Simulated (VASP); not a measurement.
A run of VASP 6.6.1:

Contents of INCAR:

```
SYSTEM = LiH
PREC = Accurate
ENCUT = 520
EDIFF = 1E-6
ISMEAR = 0
SIGMA = 0.01
LREAL = .False.
LASPH = .True.
NELM = 100
ALGO = Normal
ISIF = 2
LWAVE = .False.
LCHARG = .False.
NBANDS = 9
```

Contents of KPOINTS:

```
Automatic mesh
0
Gamma
  6 6 6
  0 0 0
```

POSCAR

```
LiH
1.0
    0.0000000000      2.0029948929      2.0029948929
    2.0029948929      0.0000000000      2.0029948929
    2.0029948929      2.0029948929      0.0000000000
Li H
1 1
Direct
    0.0000000000      0.0000000000      0.0000000000
    0.5000000000      0.5000000000      0.5000000000
```

Potentials or basis: VASP PAW LDA potentials, release 64 (Li_sv, H).

Run with:

```sh
$ cat potpaw_LDA.64/Li_sv/POTCAR potpaw_LDA.64/H/POTCAR > POTCAR
$ mpirun -np 1 vasp_std > vasp.out
```

Hardware: 1 thread of Intel Xeon 8259CL, on a shared host.

Q: How long does it take, and how much memory?

A: Wall time 4.1 s on 1 thread of Intel Xeon 8259CL (shared host), peak memory 0.12 GiB. Counts: scf iterations 10, k points 16.
